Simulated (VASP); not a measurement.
Here is a VASP 6.6.1 calculation.

Contents of INCAR:

```
PREC = Accurate ; ENCUT = 520
EDIFF = 1E-7 ; ISMEAR = 0
SIGMA = 0.02 ; LREAL = False
LASPH = True ; NELM = 80
ALGO = Normal ; ISIF = 2
LWAVE = False ; LCHARG = False
GGA = PE ; NBANDS = 20
```

The input KPOINTS:

```
regular mesh
0
Gamma
  8 8 4
```

Contents of POSCAR:

```
SnSe2
1.0
    3.8608431383      0.0029819978     -0.0029596654
    1.9276437236      3.3470307767      0.0305328142
    1.8645096821      0.6979941992      6.9864238375
Sn Se
1 2
Direct
    0.0000000000      0.0000000000      0.0000000000
    0.7507792905      0.7185782086      0.7713230173
    0.2492207095      0.2814217914      0.2286769827
```

Potentials or basis: VASP PAW PBE potentials, release 64 (Sn_d, Se).

Command:

```sh
$ cat potpaw_PBE.64/Sn_d/POTCAR potpaw_PBE.64/Se/POTCAR > POTCAR
$ mpirun -np 1 vasp_std > vasp.out
```

(1) Predict the pressure.

(2) What does it give for the largest force?

(3) What does it give for the band gap on the k mesh?

Answers

(1) 0.3 GPa.

(2) 0.006 eV/Å.

(3) 0.55 eV (least direct gap 0.85 eV).

Caveat: spin-orbit coupling is left out, which moves the levels of the heavy elements.
